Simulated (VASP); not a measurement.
# Al2O3 (P-3m1) in VASP: notebook, part 2 of 3

VASP 6.6.1.

### Step 4. Single point, BLYP+D3(BJ)

This run uses another cell than the first one, of 11.24 Å³/atom, 0.958 times its volume.

Contents of INCAR:

```
PREC     = Accurate       # precision mode
ENCUT    = 520            # plane-wave cutoff, eV
EDIFF    = 1E-7           # SCF threshold, eV
ISMEAR   = -1             # smearing method
SIGMA    = 0.05           # smearing width, eV
LREAL    = False          # projectors in reciprocal space
LASPH    = True           # aspherical terms in the spheres
NELM     = 100            # most SCF steps
ALGO     = Normal         # electronic algorithm
ISIF     = 2              # what is computed and relaxed
LWAVE    = False          # write WAVECAR
LCHARG   = False          # write CHGCAR
GGA      = B5             # functional
ALDAX    = 1.0          
AGGAX    = 1.0          
AGGAC    = 1.0          
ALDAC    = 0.0          
IVDW     = 12             # dispersion correction
VDW_S6   = 1.0          
VDW_S8   = 2.6996       
VDW_A1   = 0.4298       
VDW_A2   = 4.2359       
NBANDS   = 20             # bands
```

Contents of KPOINTS:

```
regular mesh
0
Gamma
  10 10 4
```

Contents of POSCAR:

```
Al2O3
1.0
    2.9968895977      0.0000000000      0.0000000000
   -1.4984447988      2.5953825239      0.0000000000
    0.0000000000      0.0000000000      7.2256513393
Al O
2 3
Direct
    0.0000000000      0.0000000000      0.7311189052
    0.0000000000      0.0000000000      0.2688810948
    0.0000000000      0.0000000000      0.5000000000
    0.6666666667      0.3333333333      0.8121247022
    0.3333333333      0.6666666667      0.1878752978
```

Potentials or basis: VASP PAW PBE potentials, release 64 (Al, O).

The run is started by

```
$ cat potpaw_PBE.64/Al/POTCAR potpaw_PBE.64/O/POTCAR > POTCAR
$ mpirun -np 1 vasp_std > vasp.out
```

OUTCAR:

```text
PREC = Accurate
   ENCUT = 520
   EDIFF = 1E-7
   ISMEAR = -1
   LREAL = False
   LASPH = True
   NELM = 100
   ISIF = 2
   GGA = B5
   IVDW = 12
 IVDW          = 12

 ion  position               nearest neighbor table
   1  0.000  0.000  0.731-   3 1.67   4 1.83   4 1.83   4 1.83   2 3.34
   2  0.000  0.000  0.269-   3 1.67   5 1.83   5 1.83   5 1.83   1 3.34
   3  0.000  0.000  0.500-   1 1.67   2 1.67
   4  0.667  0.333  0.812-   1 1.83   1 1.83   1 1.83
   5  0.333  0.667  0.188-   2 1.83   2 1.83   2 1.83

  LATTYP: Found a hexagonal cell.
 ALAT       =     2.9968895977
 C/A-ratio  =     2.4110502252

  Lattice vectors:

 A1 = (   2.9968895977,   0.0000000000,   0.0000000000)
 A2 = (  -1.4984447988,   2.5953825239,   0.0000000000)
 A3 = (   0.0000000000,   0.0000000000,   7.2256513393)

Analysis of symmetry for initial positions (statically):
=====================================================================
 Subroutine PRICEL returns:
 Original cell was already a primitive cell.

 Routine SETGRP: Setting up the symmetry group for a
 hexagonal supercell.

 Subroutine GETGRP returns: Found 12 space group operations
 (whereof 12 operations were pure point group operations)
 out of a pool of 24 trial point group operations.

The static configuration has the point symmetry D_3d.

Analysis of symmetry for dynamics (positions and initial velocities):
=====================================================================
 Subroutine PRICEL returns:
 Original cell was already a primitive cell.

 Routine SETGRP: Setting up the symmetry group for a
 hexagonal supercell.

 Subroutine GETGRP returns: Found 12 space group operations
 (whereof 12 operations were pure point group operations)
 out of a pool of 24 trial point group operations.

The dynamic configuration has the point symmetry D_3d.

 Subroutine INISYM returns: Found 12 space group operations
 (whereof 12 operations are pure point group operations),
 and found     1 'primitive' translations

----------------------------------------------------------------------------------------

                                     Primitive cell

  volume of cell :      56.2017

  direct lattice vectors                    reciprocal lattice vectors
     2.996889598  0.000000000  0.000000000     0.333679292  0.192649829  0.000000000
    -1.498444799  2.595382524  0.000000000     0.000000000  0.385299658  0.000000000
     0.000000000  0.000000000  7.225651339     0.000000000  0.000000000  0.138395828

  length of vectors
     2.996889598  2.996889598  7.225651339     0.385299658  0.385299658  0.138395828

  position of ions in fractional coordinates (direct lattice)
     0.000000000  0.000000000  0.731118905
     0.000000000  0.000000000  0.268881095
     0.000000000  0.000000000  0.500000000
     0.666666667  0.333333333  0.812124702
     0.333333333  0.666666667  0.187875298

  ion indices of the primitive-cell ions
   primitive index   ion index
                 1           1
                 2           2
                 3           3
                 4           4
                 5           5
[... 21 lines left out ...]

 Subroutine IBZKPT returns following result:
 ===========================================

 Found     50 irreducible k-points:

 Following reciprocal coordinates:
            Coordinates               Weight
  0.000000  0.000000  0.000000      1.000000
  0.100000  0.000000  0.000000      6.000000
  0.200000  0.000000  0.000000      6.000000
  0.300000  0.000000  0.000000      6.000000
  0.400000  0.000000  0.000000      6.000000
  0.500000  0.000000  0.000000      3.000000
[... 16 lines left out ...]
  0.000000  0.400000  0.250000      6.000000
  0.500000  0.000000  0.250000      6.000000
 [... further k-points ...]
   k-points           NKPTS =     50   k-points in BZ     NKDIM =     50   number of bands    NBANDS=     20
   number of dos      NEDOS =    301   number of ions     NIONS =      5
   total plane-waves  NPLWV =  31104
   dimension x,y,z NGX =    24 NGY =   24 NGZ =   54
   dimension x,y,z NGXF=    48 NGYF=   48 NGZF=  108
   ions per type =               2   3
   NGX,Y,Z   is equivalent  to a cutoff of  13.31, 13.31, 12.42 a.u.
   NGXF,Y,Z  is equivalent  to a cutoff of  26.63, 26.63, 24.85 a.u.
 SYSTEM =  unknown system
   PREC   = accura    normal or accurate (medium, high low for compatibility)
   ISTART =      0    job   : 0-new  1-cont  2-samecut
   ICHARG =      2    charge: 1-file 2-atom 10-const
   ISPIN  =      1    spin polarized calculation?
   LNONCOLLINEAR =      F non collinear calculations
   LSORBIT =      F    spin-orbit coupling
   LASPH  =      T    aspherical Exc in radial PAW
   ENCUT  =  520.0 eV  38.22 Ry    6.18 a.u.   5.57  5.57 13.43*2*pi/ulx,y,z
   NELM   =    100;   NELMIN=  2; NELMDL= -5     # of ELM steps
   EDIFF  = 0.1E-06   stopping-criterion for ELM
   LREAL  =      F    real-space projection
   EDIFFG = 0.1E-05   stopping-criterion for IOM
   NSW    =      0    number of steps for IOM
   IBRION =     -1    ionic relax: 0-MD 1-quasi-New 2-CG
   NFREE  =      0    steps in history (QN), initial steepest desc. (CG)
   ISIF   =      2    stress and relaxation
   ISYM   =      2    0-nonsym 1-usesym 2-fastsym
   POTIM  = 0.5000    time-step for ionic-motion
   TEBEG  =    0.0;   TEEND  =   0.0 temperature during run
   PSTRESS=    0.0 pullay stress
   NELECT =      24.0000    total number of electrons
   NUPDOWN=      -1.0000    fix difference up-down
   EMIN   =  10.00;   EMAX   =-10.00  energy-range for DOS
   EFERMI =   0.00;   METHOD = LEGACY
   ISMEAR =    -1;   SIGMA  =   0.05  broadening in eV -4-tet -1-fermi 0-gaus
   EFERMI_NEDOS =   21; number of points for ismear=-14 and -15
   IALGO  =     38    algorithm
   IMIX   =      4    mixing-type and parameters
     AMIX     =   0.40;   BMIX     =  1.00
     AMIX_MAG =   1.60;   BMIX_MAG =  1.00
  volume/ion in A,a.u.               =      11.24        75.85
  Fermi-wavevector in a.u.,A,eV,Ry     =   1.232808  2.329670 20.678355  1.519816
  Thomas-Fermi vector in A             =   2.367564
   LORBIT       =      0    0 simple, 1 ext, 2 COOP (PROOUT), +10 PAW based schemes
   GGA     = B5    functional components
   LHFCALC =     F    Hartree Fock is set to
   AEXX    =    0.0000 exact exchange contribution
   IVDW    =    12    specifies the selected vdW correction
   LEPSILON=     F    determine dielectric tensor
   LRPA    =     F    only Hartree local field effects (RPA)
 non-spin polarized calculation
  energy-cutoff  :      520.00
  volume of cell :       56.20
 maximum number of plane-waves:      1547
 NGX is ok and might be reduce to    24
   NGX = 11   NGY = 11   NGZ = 27

 number of electron      24.0000009 magnetization

 Free energy of the ion-electron system (eV)
  ---------------------------------------------------
  ext. energy  EPLUGINS =         0.00000000
  ---------------------------------------------------
  free energy    TOTEN  =       -34.73385416 eV

  energy without entropy =      -34.73385416  energy(sigma->0) =      -34.73385416

 E-fermi :   5.8898     XC(G=0):  -9.6017

 val. band max:        4.7400706770   @ k =   0.0000   0.0000   0.0000
 cond. band min:       7.3485591837   @ k =   0.0000   0.0000   0.0000
 fundamental gap:      2.6084885067
 Fermi energy:         5.8897901669

 k-point     1 :       0.0000    0.0000    0.0000
  band No.  band energies     occupation
      1     -14.9811      2.00000
      2     -14.6979      2.00000
      3     -12.1016      2.00000
      4      -1.0621      2.00000
      5       0.0056      2.00000
      6       0.9125      2.00000
[... 541 lines left out ...]
     19      16.3747      0.00000
     20      18.1514      0.00000

 [... further k-points ...]

------------------------ aborting loop because EDIFF is reached ----------------------------------------

 Edisp (eV)   -1.91537

 E8    (eV) :    -1.3157

  FORCE on cell =-STRESS in cart. coord.  units (eV):
  Direction    XX          YY          ZZ          XY          YZ          ZX
  --------------------------------------------------------------------------------------
  -------------------------------------------------------------------------------------
  Total       0.19134     0.19134     0.43978     0.00000     0.00000     0.00000
  in kB       5.45453     5.45453    12.53721     0.00000     0.00000     0.00000
  external pressure =        7.82 kB  Pullay stress =        0.00 kB

 VOLUME and BASIS-vectors are now :
 -----------------------------------------------------------------------------
  energy-cutoff  :      520.00
  volume of cell :       56.20
      direct lattice vectors                 reciprocal lattice vectors
     2.996889598  0.000000000  0.000000000     0.333679292  0.192649829  0.000000000
    -1.498444799  2.595382524  0.000000000     0.000000000  0.385299658  0.000000000
     0.000000000  0.000000000  7.225651339     0.000000000  0.000000000  0.138395828

 POSITION                                       TOTAL-FORCE (eV/Angst)
 -----------------------------------------------------------------------------------
      0.00000      0.00000      5.28281         0.000000      0.000000      0.113727
      0.00000      0.00000      1.94284         0.000000     -0.000000     -0.113727
      0.00000      0.00000      3.61283         0.000000      0.000000      0.000000
      1.49844      0.86513      5.86813        -0.000000      0.000000      0.026478
     -0.00000      1.73026      1.35752         0.000000     -0.000000     -0.026478
 -----------------------------------------------------------------------------------
    total drift:                                0.000000     -0.000000     -0.000000

  FREE ENERGIE OF THE ION-ELECTRON SYSTEM (eV)
  ---------------------------------------------------
  free  energy   TOTEN  =       -36.6492256203 eV

  energy  without entropy=      -36.6492256203  energy(sigma->0) =      -36.64922562
```

It took 69 s on 1 thread of AMD EPYC 7R13 (Zen 3), shared host; peak memory 0.18 GiB.

What came out:

```
Free energy                : -36.6492 eV
Pressure                   : 0.8 GPa
Largest force              : 0.114 eV/Å
Band gap on the k mesh     : 2.61 eV, direct
Dispersion energy per atom : -0.383 eV
```

Forces on the atoms (eV/Å):
```
Al   0.000  0.000  0.114
Al   0.000  0.000 -0.114
O    0.000  0.000  0.000
O    0.000  0.000  0.026
O    0.000  0.000 -0.026
```

Levels at points of the mesh, in eV from the valence-band top:
| k point | band 8 | band 9 | band 10 | band 11 | band 12 | band 13 | band 14 | band 15 | band 16 | band 17 |
| --- | --- | --- | --- | --- | --- | --- | --- | --- | --- | --- |
| (0.00, 0.00, 0.00) | -3.79 | -3.79 | -2.23 | 0.00 | 0.00 | 2.61 | 4.74 | 7.82 | 11.00 | 11.75 |
| (0.50, 0.00, 0.00) | -4.35 | -3.61 | -3.11 | -1.81 | -0.49 | 4.77 | 6.57 | 8.40 | 9.40 | 10.06 |
| (0.00, 0.00, 0.50) | -3.78 | -3.50 | -3.27 | 0.00 | 0.00 | 3.55 | 3.82 | 8.50 | 9.48 | 12.09 |
| (0.50, 0.00, 0.50) | -4.39 | -3.46 | -3.42 | -1.71 | -0.49 | 5.41 | 5.70 | 8.44 | 8.98 | 10.79 |

Caveat: the PAW data sets were made with another functional, which shifts forces and pressure a little. A k mesh can miss the band edges.

(Part 2 of 3 ends here.)
